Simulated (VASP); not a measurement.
A run of VASP 6.6.1 is set up as follows.

Contents of INCAR:

```
  PREC = Accurate
  ENCUT = 520
  EDIFF = 1E-7
  ISMEAR = 0
  SIGMA = 0.05
  LREAL = F
  LASPH = T
  NELM = 60
  ALGO = Normal
  ISIF = 2
  LWAVE = F
  LCHARG = F
  GGA = PE
  NBANDS = 16
```

Contents of KPOINTS:

```
regular mesh
0
Gamma
  10 10 10
```

File POSCAR:

```
GaP
1.0
    0.0000000000      2.4523549673      3.4676299237
    2.4523549673      0.0000000000      3.4676299237
    2.4523549673      2.4523549673      0.0000000000
Ga P
1 1
Direct
    0.0000000000      0.0000000000      0.0000000000
    0.7500000000      0.7500000000      0.7500000000
```

Potentials or basis: VASP PAW PBE potentials, release 64 (Ga_d, P).

Run with:

```console
$ cat potpaw_PBE.64/Ga_d/POTCAR potpaw_PBE.64/P/POTCAR > POTCAR
$ mpirun -np 1 vasp_std > vasp.out
```

**Question.** Predict the pressure.

**Answer.** -0.5 GPa.

**Question.** Predict the band gap on the k mesh.

**Answer.** Zero (band 9 reaches 5.42 eV, above the bottom of band 10 at 5.01 eV).

Stress tensor (GPa, compression positive):
```
  8.80   0.00   0.00
  0.00   8.80   0.00
  0.00   0.00 -19.19
```
